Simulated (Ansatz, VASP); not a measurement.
## Ni in VASP and in Ansatz

```
Ni
1.0
     2.67321    0.00000    0.00000
     0.00000    2.67321    0.00000
     0.00000    0.00000    2.67321
Ni
2
Cartesian
  0.0000 0.0000 0.0000
  1.3366 1.3366 1.3366
```

Alike in both runs: task single point; functional PBEsol; k mesh 13 × 13 × 13; occupations fermi-dirac, width 0.05 eV; collinear spin.

```csv
,VASP,Ansatz
version,VASP 6.6.1,Ansatz 0.2.0
potentials or method,"VASP PAW PBE potentials, release 64 (Ni), cutoff 520 eV","plane waves (420 eV) with PAW, scalar-relativistic"
valence electrons in the cell,20,36
```

```tsv
	VASP	Ansatz	Ansatz less VASP
pressure (GPa)	23.2	23.5	+0.35
net moment per atom (μB)	0.00	0.00	0.000
```

VASP's potentials were made for PBE, not for PBEsol, and Ansatz warns of the same on its side. With one functional, cell and mesh, what is left measures potentials, basis and numerics. VASP's potentials hold 20 valence electrons a cell and Ansatz's 36, so a difference there can come from the potentials and not from the codes. Ansatz's warnings: seeded moment not kept.
